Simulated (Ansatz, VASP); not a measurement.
**Nb3B in VASP and in Ansatz**

```
Nb B
1.0
     3.84564    0.00000    0.00000
     0.00000    3.84564    0.00000
     0.00000    0.00000    3.84564
Nb B
3 1
Direct
  0.00000 0.50000 0.50000
  0.50000 0.00000 0.50000
  0.50000 0.50000 0.00000
  0.00000 0.00000 0.00000
```

Change from the starting cell: species swapped into the MnZn3 type (Pm-3m, No. 221).

Alike in both runs: task single point; functional PBE; k mesh 4 × 4 × 4; occupations gaussian, width 0.1 eV; no spin polarisation.

```csv
,VASP,Ansatz
version,VASP 6.6.1,Ansatz 0.2.0
potentials or method,"VASP PAW PBE potentials, release 64 (Nb_sv, B), cutoff 520 eV","scalar-relativistic, plane waves, PAW"
valence electrons in the cell,42,42
```

VASP gave:

```
gap on the k mesh at the Fermi level (eV) : none
pressure (GPa)                            : 13.6
```

Q: What did Ansatz give for the same quantities?

A: gap on the k mesh at the Fermi level (eV): none; pressure (GPa): 13.9.

A gap of «none» marks a metal or a gap that the smearing closes. The functional is the same, so the differences come from potentials, cutoffs and numerics.

The k mesh is coarse, so the values compare programs but aren't converged.
